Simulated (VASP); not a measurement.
A run of VASP 6.6.1:

File INCAR:

```
  PREC = Accurate
  ENCUT = 520
  EDIFF = 1E-7
  ISMEAR = 0
  SIGMA = 0.01
  LREAL = False
  LASPH = True
  NELM = 100
  ALGO = Normal
  ISIF = 2
  LWAVE = False
  LCHARG = False
  GGA = PE
  NBANDS = 16
```

File KPOINTS:

```
regular mesh
0
Gamma
  9 9 6
```

Contents of POSCAR:

```
C
1.0
    2.4602619990      0.0000000000      0.0000000000
   -1.2301309995      2.1306493911      0.0000000000
    0.0000000000      0.0000000000      4.0950873772
C
4
Direct
    0.3333333333      0.6666666667      0.0002342823
    0.6666666667      0.3333333333      0.5002342823
    0.3333333333      0.6666666667      0.3747657177
    0.6666666667      0.3333333333      0.8747657177
```

Potentials or basis: VASP PAW PBE potentials, release 64 (C).

Command:

```sh
$ cat potpaw_PBE.64/C/POTCAR > POTCAR
$ mpirun -np 1 vasp_std > vasp.out
```

Hardware: 1 thread of AMD EPYC 9R14 (Zen 4) (shared host).

**Question.** How long does it take, and how much memory?

**Answer.** It took 7.2 s on 1 thread of AMD EPYC 9R14 (Zen 4), with other jobs on the host, peak memory 0.1 GiB. Counts: scf iterations 11, k points 48.
